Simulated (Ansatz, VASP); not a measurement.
# NbC2: VASP beside Ansatz

```
Nb C
1.0
     2.15279    1.24292    1.89451
    -2.15279    1.24292    1.89451
     0.00000   -2.48583    1.89451
Nb C
1 2
Direct
  0.50000 0.50000 0.50000
  0.11814 0.11814 0.11814
  0.88186 0.88186 0.88186
```

Alike in both runs: functional PBE; k mesh 12 × 12 × 12; occupations gaussian, width 0.1 eV; no spin polarisation.

Ansatz relaxed the structure, and its values are those at the end. VASP's run is a single point on that final structure, the one shown.

|  | VASP | Ansatz |
| --- | --- | --- |
| version | VASP 6.6.1 | Ansatz 0.2.0 |
| potentials or method | VASP PAW PBE potentials, release 64 (Nb_sv, C), cutoff 520 eV | scalar-relativistic, plane waves, PAW |
| valence electrons in the cell | 21 | 21 |

Ansatz gave:

* gap on the k mesh at the Fermi level (eV): none
* pressure (GPa): 0.0
* rms of the force components (eV/Å): 0.003

Task: Estimate VASP's values.

Result: gap on the k mesh at the Fermi level (eV): none; pressure (GPa): -0.1; rms of the force components (eV/Å): 0.039.

A gap of «none» marks a metal or a gap that the smearing closes. The functional is the same, so the differences come from potentials, cutoffs and numerics.
